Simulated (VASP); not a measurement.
# Cu (Cmcm) in VASP: notebook, part 2 of 2

VASP 6.6.1. Earlier steps stand in the parts before.

### Step 3. Single point, PBEsol

This run uses another cell than the first one, of 11.27 Å³/atom.

File INCAR:

```
ALGO = Normal
EDIFF = 1E-6
ENCUT = 820
GGA = PS
GGA_COMPAT = F
ISIF = 2
ISMEAR = -1
LASPH = T
LCHARG = T
LELF = T
LREAL = F
LVHAR = T
LWAVE = F
NBANDS = 26
NELM = 120
PREC = Accurate
SIGMA = 0.05
```

File KPOINTS:

```
k-points
0
Gamma
  11 11 11
```

File POSCAR:

```
Cu
1.0
    1.1935901047     -3.8952046620      0.0000000000
    1.1935901047      3.8952046620      0.0000000000
    0.0000000000      0.0000000000      2.4249610270
Cu
2
Direct
    0.8661333500      0.1338666500      0.7500000000
    0.1338666500      0.8661333500      0.2500000000
```

Potentials or basis: VASP PAW PBE potentials, release 64 (Cu_sv_GW).

Run with:

```sh
cat potpaw_PBE.64/Cu_sv_GW/POTCAR > POTCAR
mpirun -np 1 vasp_std > vasp.out
```

OUTCAR:

```text
EDIFF = 1E-6
   ENCUT = 820
   GGA = PS
   ISIF = 2
   ISMEAR = -1
   LASPH = T
   LREAL = F
   NELM = 120
   PREC = Accurate

 ion  position               nearest neighbor table
   1  0.866  0.134  0.750-   2 2.41   2 2.41   2 2.48   2 2.48   2 2.48   2 2.48
   2  0.134  0.866  0.250-   1 2.41   1 2.41   1 2.48   1 2.48   1 2.48   1 2.48

  LATTYP: Found a base centered orthorhombic cell.
 ALAT       =     2.3871802094
 B/A-ratio  =     3.2634357864
 C/A-ratio  =     1.0158265461

  Lattice vectors:

 A1 = (   1.1935901047,  -3.8952046620,   0.0000000000)
 A2 = (   1.1935901047,   3.8952046620,   0.0000000000)
 A3 = (   0.0000000000,   0.0000000000,   2.4249610270)

Analysis of symmetry for initial positions (statically):
=====================================================================
 Subroutine PRICEL returns:
 Original cell was already a primitive cell.

 Routine SETGRP: Setting up the symmetry group for a
 base centered orthorhombic supercell.

 Subroutine GETGRP returns: Found  8 space group operations
 (whereof  4 operations were pure point group operations)
 out of a pool of  8 trial point group operations.

The static configuration has the point symmetry C_2h.
 The point group associated with its full space group is D_2h.

Analysis of symmetry for dynamics (positions and initial velocities):
=====================================================================
 Subroutine PRICEL returns:
 Original cell was already a primitive cell.

 Routine SETGRP: Setting up the symmetry group for a
 base centered orthorhombic supercell.

 Subroutine GETGRP returns: Found  8 space group operations
 (whereof  4 operations were pure point group operations)
 out of a pool of  8 trial point group operations.

The dynamic configuration has the point symmetry C_2h.
 The point group associated with its full space group is D_2h.

 Subroutine INISYM returns: Found  8 space group operations
 (whereof  4 operations are pure point group operations),
 and found     1 'primitive' translations

----------------------------------------------------------------------------------------

                                     Primitive cell

  volume of cell :      22.5486

  direct lattice vectors                    reciprocal lattice vectors
     1.193590105 -3.895204662  0.000000000     0.418904277 -0.128362960  0.000000000
     1.193590105  3.895204662  0.000000000     0.418904277  0.128362960  0.000000000
     0.000000000  0.000000000  2.424961027     0.000000000  0.000000000  0.412377761

  length of vectors
     4.073975540  4.073975540  2.424961027     0.438129938  0.438129938  0.412377761

  position of ions in fractional coordinates (direct lattice)
     0.866133350  0.133866650  0.750000000
     0.133866650  0.866133350  0.250000000

  ion indices of the primitive-cell ions
   primitive index   ion index
                 1           1
                 2           2

----------------------------------------------------------------------------------------

 KPOINTS: k-points

Automatic generation of k-mesh.
 Grid dimensions read from file:
 generate k-points for:   11   11   11

 Generating k-lattice:

  Cartesian coordinates                     Fractional coordinates (reciprocal lattice)
     0.038082207 -0.011669360  0.000000000     0.090909091 -0.000000000  0.000000000
     0.038082207  0.011669360  0.000000000    -0.000000000  0.090909091  0.000000000
     0.000000000  0.000000000  0.037488887     0.000000000  0.000000000  0.090909091

  Length of vectors
     0.039829994  0.039829994  0.037488887

  Shift w.r.t. Gamma in fractional coordinates (k-lattice)
     0.000000000  0.000000000  0.000000000

 Subroutine IBZKPT returns following result:
 ===========================================

 Found    216 irreducible k-points:

 Following reciprocal coordinates:
            Coordinates               Weight
  0.000000  0.000000  0.000000      1.000000
  0.090909 -0.000000  0.000000      4.000000
  0.181818  0.000000  0.000000      4.000000
  0.272727 -0.000000  0.000000      4.000000
  0.363636 -0.000000  0.000000      4.000000
  0.454545  0.000000  0.000000      4.000000
[... 16 lines left out ...]
 -0.272727  0.181818  0.000000      4.000000
 -0.181818  0.181818  0.000000      2.000000
 [... further k-points ...]
   k-points           NKPTS =    216   k-points in BZ     NKDIM =    216   number of bands    NBANDS=     26
   number of dos      NEDOS =    301   number of ions     NIONS =      2
   total plane-waves  NPLWV =  38400
   dimension x,y,z NGX =    40 NGY =   40 NGZ =   24
   dimension x,y,z NGXF=    80 NGYF=   80 NGZF=   48
   ions per type =               2
   NGX,Y,Z   is equivalent  to a cutoff of  16.32, 16.32, 16.45 a.u.
   NGXF,Y,Z  is equivalent  to a cutoff of  32.65, 32.65, 32.91 a.u.
 SYSTEM =  unknown system
   PREC   = accura    normal or accurate (medium, high low for compatibility)
   ISTART =      0    job   : 0-new  1-cont  2-samecut
   ICHARG =      2    charge: 1-file 2-atom 10-const
   ISPIN  =      1    spin polarized calculation?
   LNONCOLLINEAR =      F non collinear calculations
   LSORBIT =      F    spin-orbit coupling
   LASPH  =      T    aspherical Exc in radial PAW
   ENCUT  =  820.0 eV  60.27 Ry    7.76 a.u.   9.51  9.51  5.66*2*pi/ulx,y,z
   NELM   =    120;   NELMIN=  2; NELMDL= -5     # of ELM steps
   EDIFF  = 0.1E-05   stopping-criterion for ELM
   LREAL  =      F    real-space projection
   EDIFFG = 0.1E-04   stopping-criterion for IOM
   NSW    =      0    number of steps for IOM
   IBRION =     -1    ionic relax: 0-MD 1-quasi-New 2-CG
   NFREE  =      0    steps in history (QN), initial steepest desc. (CG)
   ISIF   =      2    stress and relaxation
   ISYM   =      2    0-nonsym 1-usesym 2-fastsym
   POTIM  = 0.5000    time-step for ionic-motion
   TEBEG  =    0.0;   TEEND  =   0.0 temperature during run
   PSTRESS=    0.0 pullay stress
   NELECT =      38.0000    total number of electrons
   NUPDOWN=      -1.0000    fix difference up-down
   EMIN   =  10.00;   EMAX   =-10.00  energy-range for DOS
   EFERMI =   0.00;   METHOD = LEGACY
   ISMEAR =    -1;   SIGMA  =   0.05  broadening in eV -4-tet -1-fermi 0-gaus
   EFERMI_NEDOS =   21; number of points for ismear=-14 and -15
   IALGO  =     38    algorithm
   IMIX   =      4    mixing-type and parameters
     AMIX     =   0.40;   BMIX     =  1.00
     AMIX_MAG =   1.60;   BMIX_MAG =  1.00
  volume/ion in A,a.u.               =      11.27        76.08
  Fermi-wavevector in a.u.,A,eV,Ry     =   1.948181  3.681528 51.639672  3.795409
  Thomas-Fermi vector in A             =   2.976244
   LORBIT       =      0    0 simple, 1 ext, 2 COOP (PROOUT), +10 PAW based schemes
   GGA     = PS    functional components
   LHFCALC =     F    Hartree Fock is set to
   AEXX    =    0.0000 exact exchange contribution
   IVDW    =     0    specifies the selected vdW correction
   LEPSILON=     F    determine dielectric tensor
   LRPA    =     F    only Hartree local field effects (RPA)
 non-spin polarized calculation
  energy-cutoff  :      820.00
  volume of cell :       22.55
 maximum number of plane-waves:      1223
 NGX is ok and might be reduce to    40
   NGX = 19   NGY = 19   NGZ = 11

 number of electron      37.9999993 magnetization

 Free energy of the ion-electron system (eV)
  ---------------------------------------------------
  ext. energy  EPLUGINS =         0.00000000
  ---------------------------------------------------
  free energy    TOTEN  =        -8.42700244 eV

  energy without entropy =       -8.42325719  energy(sigma->0) =       -8.42512981

 E-fermi :   7.9911     XC(G=0): -13.8158

 val. band max:        7.9679143123   @ k =  -0.3636   0.3636   0.3636
 cond. band min:       8.0121816456   @ k =  -0.4545   0.3636   0.4545
 fundamental gap:      0.0442673333
 Fermi energy:         7.9911075219

 k-point     1 :       0.0000    0.0000    0.0000
  band No.  band energies     occupation
      1    -104.4359      2.00000
      2    -104.4106      2.00000
      3     -62.0415      2.00000
      4     -61.9269      2.00000
      5     -61.8841      2.00000
      6     -61.8795      2.00000
[... 18 lines left out ...]
     25      28.2677      0.00000
     26      30.2906      0.00000
[... 644 lines left out ...]
      4     -61.9232      2.00000
      5     -61.8967      2.00000
      6     -61.8832      2.00000
[... 18 lines left out ...]
     25      30.0520      0.00000
     26      30.7733      0.00000

 [... further k-points ...]

------------------------ aborting loop because EDIFF is reached ----------------------------------------

  FORCE on cell =-STRESS in cart. coord.  units (eV):
  Direction    XX          YY          ZZ          XY          YZ          ZX
  --------------------------------------------------------------------------------------
  -------------------------------------------------------------------------------------
  Total        0.9696693      0.9452866      1.1257236      0.0000000     -0.0000000      0.0000000
  in kB       68.8991707     67.1666744     79.9874931      0.0000000     -0.0000000      0.0000000
  external PRESSURE =      72.0177794 kB  Pullay stress =       0.0000000 kB

 VOLUME and BASIS-vectors are now :
 -----------------------------------------------------------------------------
  energy-cutoff  :      820.00
  volume of cell :       22.55
      direct lattice vectors                 reciprocal lattice vectors
     1.193590105 -3.895204662  0.000000000     0.418904277 -0.128362960  0.000000000
     1.193590105  3.895204662  0.000000000     0.418904277  0.128362960  0.000000000
     0.000000000  0.000000000  2.424961027     0.000000000  0.000000000  0.412377761

 POSITION                                       TOTAL-FORCE (eV/Angst)
 -----------------------------------------------------------------------------------
      1.19359     -2.85233      1.81872         0.000000     -0.076485      0.000000
      1.19359      2.85233      0.60624         0.000000      0.076485     -0.000000
 -----------------------------------------------------------------------------------
    total drift:                               -0.000000     -0.000000      0.000000

  FREE ENERGIE OF THE ION-ELECTRON SYSTEM (eV)
  ---------------------------------------------------
  free  energy   TOTEN  =        -8.4270024402 eV

  energy  without entropy=       -8.4232571868  energy(sigma->0) =       -8.42512981
```

OSZICAR:

```text
N       E                     dE             d eps       ncg     rms          rms(c)
DAV:   1     0.864683753106E+03    0.86468E+03   -0.31697E+04 16426   0.679E+03
DAV:   2     0.728706410980E+02   -0.79181E+03   -0.76544E+03 17882   0.142E+03
DAV:   3    -0.729725970742E+01   -0.80168E+02   -0.78130E+02 20780   0.584E+02
DAV:   4    -0.102969734999E+02   -0.29997E+01   -0.29862E+01 19372   0.112E+02
DAV:   5    -0.104321590566E+02   -0.13519E+00   -0.13516E+00 19496   0.177E+01    0.128E+01
DAV:   6    -0.967778043710E+01    0.75438E+00   -0.18559E+01 15928   0.260E+02    0.802E+00
DAV:   7    -0.845376497850E+01    0.12240E+01   -0.55053E+00 15504   0.142E+02    0.253E+00
DAV:   8    -0.842911596781E+01    0.24649E-01   -0.11127E-01 20896   0.893E+00    0.501E-01
DAV:   9    -0.842739715551E+01    0.17188E-02   -0.15940E-02 20536   0.707E+00    0.173E-01
DAV:  10    -0.842706915319E+01    0.32800E-03   -0.60663E-04 22368   0.133E+00    0.685E-02
DAV:  11    -0.842700566780E+01    0.63485E-04   -0.12660E-04 20848   0.552E-01    0.125E-02
DAV:  12    -0.842700216964E+01    0.34982E-05   -0.28749E-06  9124   0.105E-01    0.113E-03
DAV:  13    -0.842700244025E+01   -0.27060E-06   -0.27419E-06 11932   0.222E-02
   1 F= -.84270024E+01 E0= -.84251298E+01  d E =-.374525E-02
```

stdout:

```text
POSCAR found type information on POSCAR Cu
 POSCAR found :  1 types and       2 ions
 scaLAPACK will be used
 -----------------------------------------------------------------------------
|                                                                             |
|                                                                             |
|     You enforced a specific xc type in the INCAR file but a different       |
|     I HOPE YOU KNOW WHAT YOU ARE DOING!                                     |
|                                                                             |
 -----------------------------------------------------------------------------

 LDA part: xc-table for (Slater+PW92), standard interpolation
 POSCAR, INCAR and KPOINTS ok, starting setup
 FFT: planning ... GRIDC
 FFT: planning ... GRID_SOFT
 FFT: planning ... GRID
 WAVECAR not read
 entering main loop
```

Wall time 5.1 min (1 thread of AMD EPYC 7R43 (Zen 3), shared host); peak memory 0.34 GiB.

What came out:

```yaml
Free_energy: -8.4270 eV
Pressure: 7.2 GPa
Largest_force: 0.076 eV/Å
Band_gap_on_the_k_mesh: zero (bands 19 and 20 overlap by 5.49 eV)
```

Forces on the atoms (eV/Å):
```
Cu   0.000 -0.076  0.000
Cu   0.000  0.076  0.000
```

Stress tensor (GPa, compression positive):
```
6.89 0.00 0.00
0.00 6.72 0.00
0.00 0.00 8.00
```

Caveat: the cell stands under pressure; the PAW data sets were made with another functional, which shifts forces and pressure a little.

### Step 4. Single point, PBEsol

This run uses another cell than the first one, of 12.71 Å³/atom.

File INCAR:

```
PREC     = Accurate       # precision mode
ENCUT    = 820            # plane-wave cutoff, eV
EDIFF    = 1E-6           # SCF threshold, eV
ISMEAR   = -1             # smearing method
SIGMA    = 0.05           # smearing width, eV
LREAL    = F              # projectors in reciprocal space
LASPH    = T              # aspherical terms in the spheres
NELM     = 120            # most SCF steps
ALGO     = Normal         # electronic algorithm
ISIF     = 2              # what is computed and relaxed
LWAVE    = F              # write WAVECAR
LCHARG   = F              # write CHGCAR
GGA      = PS             # functional
NBANDS   = 26             # bands
GGA_COMPAT= F
```

File KPOINTS:

```
Automatic mesh
0
Gamma
  11 11 11
```

File POSCAR:

```
Cu
1.0
    1.2423612020     -4.0543660062      0.0000000000
    1.2423612020      4.0543660062      0.0000000000
    0.0000000000      0.0000000000      2.5240469776
Cu
2
Direct
    0.8661333500      0.1338666500      0.7500000000
    0.1338666500      0.8661333500      0.2500000000
```

Run with:

```sh
cat potpaw_PBE.64/Cu_sv_GW/POTCAR > POTCAR
mpirun -np 1 vasp_std > vasp.out
```

Wall time 4 min (1 thread of Intel Xeon Platinum 8488C (Sapphire Rapids), shared host); peak memory 0.4 GiB.

It converged, with:

```
Free energy            : -8.4098 eV
Pressure               : -10.3 GPa
Largest force          : 0.075 eV/Å
Band gap on the k mesh : zero (bands 19 and 20 overlap by 5.18 eV)
```

Forces in eV/Å, atoms in the order of the input:
```
Cu   0.000  0.075  0.000
Cu   0.000 -0.075  0.000
```

Stress tensor (GPa, compression positive):
```
 -9.55   0.00   0.00
  0.00 -11.11   0.00
  0.00   0.00 -10.21
```

Levels at points of the mesh, in eV from the Fermi level:
| k point | band 16 | band 17 | band 18 | band 19 | band 20 | band 21 | band 22 | band 23 |
| --- | --- | --- | --- | --- | --- | --- | --- | --- |
| (0.00, 0.00, 0.00) | -1.90 | -1.72 | -1.59 | -1.37 | -0.02 | 4.46 | 14.16 | 17.63 |

Caveat: the cell stands under tension; the PAW data sets were made with another functional, which shifts forces and pressure a little.

### Step 5. Single point, PBEsol

File INCAR:

```
ALGO = Normal
EDIFF = 1E-6
ENCUT = 820
GGA = PS
GGA_COMPAT = F
ISIF = 2
ISMEAR = -1
LASPH = T
LCHARG = F
LREAL = F
LWAVE = F
NBANDS = 26
NELM = 120
PREC = Accurate
SIGMA = 0.05
```

File KPOINTS:

```
k-points
0
Gamma
  11 11 11
```

File POSCAR:

```
Cu
1.0
    1.2102858349     -3.9496901055      0.0000000000
    1.2102858349      3.9496901055      0.0000000000
    0.0000000000      0.0000000000      2.4588809590
Cu
2
Direct
    0.8661333500      0.1338666500      0.7500000000
    0.1338666500      0.8661333500      0.2500000000
```

Run with:

```sh
cat potpaw_PBE.64/Cu_sv_GW/POTCAR > POTCAR
mpirun -np 1 vasp_std > vasp.out
```

Run time: 6.2 min. Hardware: 1 thread of Intel Xeon Platinum 8375C at 2.90GHz (Ice Lake), shared host; peak memory 0.39 GiB.

It converged, with:

| Property | Result |
| --- | --- |
| Free energy | -8.4580 eV |
| Pressure | 0.0 GPa |
| Largest force | 0.017 eV/Å |
| Band gap on the k mesh | zero (bands 19 and 20 overlap by 5.38 eV) |

Forces in eV/Å, atoms in the order of the input:
```
Cu   0.000 -0.017  0.000
Cu   0.000  0.017  0.000
```

Stress tensor (GPa, compression positive):
```
 0.10  0.00  0.00
 0.00 -0.63  0.00
 0.00  0.00  0.48
```

Levels at points of the mesh, in eV from the Fermi level:
| k point | band 17 | band 18 | band 19 | band 20 | band 21 | band 22 |
| --- | --- | --- | --- | --- | --- | --- |
| (0.00, 0.00, 0.00) | -1.81 | -1.67 | -1.41 | -0.18 | 4.89 | 14.84 |

Caveat: the PAW data sets were made with another functional, which shifts forces and pressure a little.

### Step 6. Summary

| level | potentials or basis | cell | cutoff (eV) | gap on the mesh (eV) | pressure (GPa) | largest force (eV/Å) |
| --- | --- | --- | --- | --- | --- | --- |
| r2SCAN | VASP PAW PBE potentials, release 64 (Cu) | a = 4.131, b = 4.131, c = 2.459 Å, angles 90.0, 90.0, 145.9°, 2 atoms | 520 | none | 4.1 | 0.05 |
| PBEsol | VASP PAW PBE potentials, release 64 (Cu_sv_GW) | a = 4.074, b = 4.074, c = 2.425 Å, angles 90.0, 90.0, 145.9°, 2 atoms | 820 | none | 7.2 | 0.08 |
| PBEsol | VASP PAW PBE potentials, release 64 (Cu_sv_GW) | a = 4.240, b = 4.240, c = 2.524 Å, angles 90.0, 90.0, 145.9°, 2 atoms | 820 | none | -10.3 | 0.07 |
| PBEsol | VASP PAW PBE potentials, release 64 (Cu_sv_GW) | a = 4.131, b = 4.131, c = 2.459 Å, angles 90.0, 90.0, 145.9°, 2 atoms | 820 | none | 0.0 | 0.02 |

Alike in all rows: task single point; no spin polarisation; k mesh 11 × 11 × 11; smearing fermi-dirac 0.05 eV.

Caveats: the PAW data sets were made with another functional, which shifts forces and pressure a little; the cell stands under pressure (at least some runs); the cell stands under tension (at least some runs).

Absolute energies hang on the potentials; compare differences alone.

The gap in the log of VASP goes by the Fermi energy; the results here count the filled bands.